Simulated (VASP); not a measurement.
## BaTe (strained measured structure), PBE single-point calculation: Ansatz's output and VASP's

```
Ba Te
1.0
     0.00000    3.48363    3.53238
     3.53238    0.00000    3.53238
     3.53238    3.48363    0.00000
Ba Te
1 1
Direct
  0.00000 0.00000 0.00000
  0.50000 0.50000 0.50000
```

Ansatz printed

```
SCF 1 converged in 6 iterations: F = -12933.133966 eV  dr2 = 2.57e-10
  greatest PAW one-centre occupation: 0.998 electrons in one spin orbital (limit 2), on the Te atom at site 1 (counted from 0), in its partial waves of l = 2
NSCF: frozen V_eff on 6 k-points
SCF converged after 6 iterations
Free energy (F): -12933.133966 eV
Harris-Foulkes:  -12933.133966 eV  (|F-HF|=7.64e-10)
Internal energy: -12933.133966 eV  (E = F + TS)
E sigma→0 (E₀):  -12933.133966 eV
Fermi energy:    7.066754 eV
--- Per-component energies (eV) ---
  E_band       = -337.428688
  E_kinetic    = 349.357888
  E_local      = -1863.004336  (includes V_loc(G=0)·N_el)
  E_nonlocal   = -252.933952
  E_hartree    = 1043.416157
  E_xc         = -293.133608
  E_vxc        = -240.768173  (∫ρ·V_xc dr)
  E_paw        = -9888.788190  (= ΣΔE_a)
  E_vpaw       = -416.911725  (= ΣTr[D̂ρ^β])
  E_aug_tail   = -0.000181  (compensation charges beyond the density's cutoff)
  E_ewald      = -2028.047745
  E_smearing   = -0.000000  (= −TS)
  E_closure    = 0.000000  (closes the sum)
  Σ components = -12933.133966   (vs F -12933.133966, Δ=0.00e0)
--- Forces (eV/Å), atoms counted from 1 ---
  atom   1  Ba    -0.00000000    -0.00000000    -0.00000000
  atom   2  Te     0.00000000     0.00000000     0.00000000
  max |Σ_I F_I| component: 2.37e-29 eV/Å
--- Stress (GPa, compression-positive) ---
        0.133761       0.000000       0.000000
        0.000000       1.010645       0.000000
        0.000000       0.000000       0.133761
  P = ⅓ Tr σ = 0.4261 GPa (4.261 kbar)
--- Band table (eV; the first three rows and the last of 30) ---
  k-point 0: bands = ["-28.6339", "-28.6316", "-28.6255", "-28.6232", "-28.6232", "-20.6956", "-5.8491", "-5.8464", "-5.8464", "-3.2106", "6.2387", "6.2387", "6.2709", "9.1649", "9.2370", "9.2370", "9.3228"]
  k-point 1: bands = ["-28.6339", "-28.6316", "-28.6255", "-28.6232", "-28.6232", "-20.6925", "-5.9614", "-5.8499", "-5.8499", "-3.0277", "5.4908", "5.9010", "5.9137", "9.2754", "9.5629", "9.6076", "10.2116"]
  k-point 2: bands = ["-28.6339", "-28.6316", "-28.6255", "-28.6231", "-28.6231", "-20.6864", "-6.1583", "-5.8567", "-5.8534", "-2.6818", "4.5064", "5.4080", "5.4082", "9.6660", "10.4065", "10.4199", "11.5925"]
  k-point 29: bands = ["-28.6338", "-28.6319", "-28.6256", "-28.6229", "-28.6229", "-20.6780", "-6.0490", "-5.9294", "-5.9294", "-3.0078", "5.2222", "5.8736", "5.8736", "7.8769", "10.7608", "10.9034", "11.8901"]
```

Each program uses its own PAW datasets. VASP's cell holds 16 valence electrons and Ansatz's 26. Ansatz's stress includes a Pulay correction; VASP's doesn't.

Q: What does VASP give for the same cell and level of theory?

A: gap between bands v and c 1.52 eV; least direct gap 1.91 eV; pressure 0.7 GPa.

From OUTCAR

```
k-points           NKPTS =     30   k-points in BZ     NKDIM =     30   number of bands    NBANDS=     15

   NELECT =      16.0000    total number of electrons

   dimension x,y,z NGX =    40 NGY =   40 NGZ =   40
   dimension x,y,z NGXF=    80 NGYF=   80 NGZF=   80

  energy-cutoff  :      520.00
  volume of cell :       86.94
      direct lattice vectors                 reciprocal lattice vectors
     0.000000000  3.483632479  3.532379313    -0.141547653  0.143528344  0.141547653
     3.532379313  0.000000000  3.532379313     0.141547653 -0.143528344  0.141547653
     3.532379313  3.483632479  0.000000000     0.141547653  0.143528344 -0.141547653

 k-points in reciprocal lattice and weights: KPOINTS created by Atomic Simulation Env
   0.00000000  0.00000000  0.00000000       0.005
   0.16666667  0.00000000  0.00000000       0.037
   0.33333333  0.00000000  0.00000000       0.037
   0.50000000  0.00000000  0.00000000       0.019
   0.16666667  0.16666667  0.00000000       0.019
   0.33333333  0.16666667  0.00000000       0.074
   0.50000000  0.16666667  0.00000000       0.074
  -0.33333333  0.16666667 -0.00000000       0.074
   ...

 E-fermi :   2.6669

 k-point     1 :       0.0000    0.0000    0.0000
  band No.  band energies     occupation
      1     -24.8641      2.00000
      2     -10.0139      2.00000
      3     -10.0122      2.00000
      4     -10.0122      2.00000
      5      -7.3200      2.00000
      6       2.1801      2.00000
      7       2.1801      2.00000
      8       2.2151      2.00000
      9       5.0380      0.00000
     10       5.0975      0.00000
     11       5.0975      0.00000
     12       5.1831      0.00000
     13       5.6988      0.00000
     14       5.7695      0.00000
     15       9.1778      0.00000

 k-point     2 :       0.1667    0.0000    0.0000
  band No.  band energies     occupation
      1     -24.8610      2.00000
      2     -10.1247      2.00000
      3     -10.0159      2.00000
      4     -10.0153      2.00000
      5      -7.1377      2.00000
      6       1.4017      2.00000
      7       1.8165      2.00000
      8       1.8302      2.00000
      9       5.1608      0.00000
     10       5.4357      0.00000
     11       5.4794      0.00000
     12       6.1073      0.00000
     13       6.4314      0.00000
     14       6.5331      0.00000
     15       9.9852      0.00000

 k-point     3 :       0.3333    0.0000    0.0000
  band No.  band energies     occupation
      1     -24.8549      2.00000
      2     -10.3187      2.00000
      3     -10.0232      2.00000
      4     -10.0193      2.00000
      5      -6.7911      2.00000
      6       0.3906      2.00000
      7       1.2969      2.00000
      8       1.2969      2.00000
      9       5.5881      0.00000
     10       6.2985      0.00000
     11       6.3092      0.00000
     12       7.4665      0.00000
     13       8.0257      0.00000
     14       8.1492      0.00000
     15      10.1918      0.00000

 k-point     4 :       0.5000    0.0000    0.0000
  band No.  band energies     occupation
      1     -24.8518      2.00000
      2     -10.4049      2.00000
      3     -10.0268      2.00000
      4     -10.0212      2.00000
      5      -6.6217      2.00000
      6      -0.0090      2.00000
      7       1.0861      2.00000
      8       1.0914      2.00000
      9       6.3639      0.00000
     10       6.9121      0.00000
     11       7.0356      0.00000
     12       7.0673      0.00000
     13       9.0662      0.00000
     14       9.1595      0.00000
     15       9.4831      0.00000

 k-point     5 :       0.1667    0.1667    0.0000
  band No.  band energies     occupation
      1     -24.8601      2.00000
      2     -10.1110      2.00000
      3     -10.0340      2.00000
      4     -10.0304      2.00000
      5      -7.1301      2.00000
      6       1.0913      2.00000
      7       1.9938      2.00000
      8       2.0229      2.00000
      9       4.6319      0.00000
     10       5.5798      0.00000
     11       5.9069      0.00000
     12       5.9386      0.00000
     13       5.9817      0.00000
     14       7.6391      0.00000
     15      10.2143      0.00000

 k-point     6 :       0.3333    0.1667    0.0000
  band No.  band energies     occupation
      1     -24.8550      2.00000
      2     -10.2384      2.00000
      3     -10.0443      2.00000
      4     -10.0412      2.00000
      5      -6.9307      2.00000
      6       0.6039      2.00000
      7       1.5046      2.00000
      8       1.6534      2.00000
      9       4.7321      0.00000
     10       6.3385      0.00000
     11       6.5272      0.00000
     12       6.9018      0.00000
     13       6.9994      0.00000
     14       8.9360      0.00000
     15      10.1389      0.00000

 ...

  Total        0.2353055      0.7398999      0.2353055      0.0000000     -0.0000000      0.0000000
  in kB        4.3365628     13.6359870      4.3365628      0.0000000     -0.0000000      0.0000000
  external PRESSURE =       7.4363708 kB  Pullay stress =       0.0000000 kB

 POSITION                                       TOTAL-FORCE (eV/Angst)
 -----------------------------------------------------------------------------------
      0.00000      0.00000      0.00000         0.000000      0.000000     -0.000000
      3.53238      3.48363      3.53238         0.000000      0.000000      0.000000
 -----------------------------------------------------------------------------------
    total drift:                                0.000000     -0.000000     -0.000000

  FREE ENERGIE OF THE ION-ELECTRON SYSTEM (eV)
  ---------------------------------------------------
  free  energy   TOTEN  =        -8.6219946070 eV

  energy  without entropy=       -8.6219946070  energy(sigma->0) =       -8.62199461
```

VASP's potentials hold 16 valence electrons a cell and Ansatz's 26, so a difference between the two programs can come from the potentials and not from the codes.
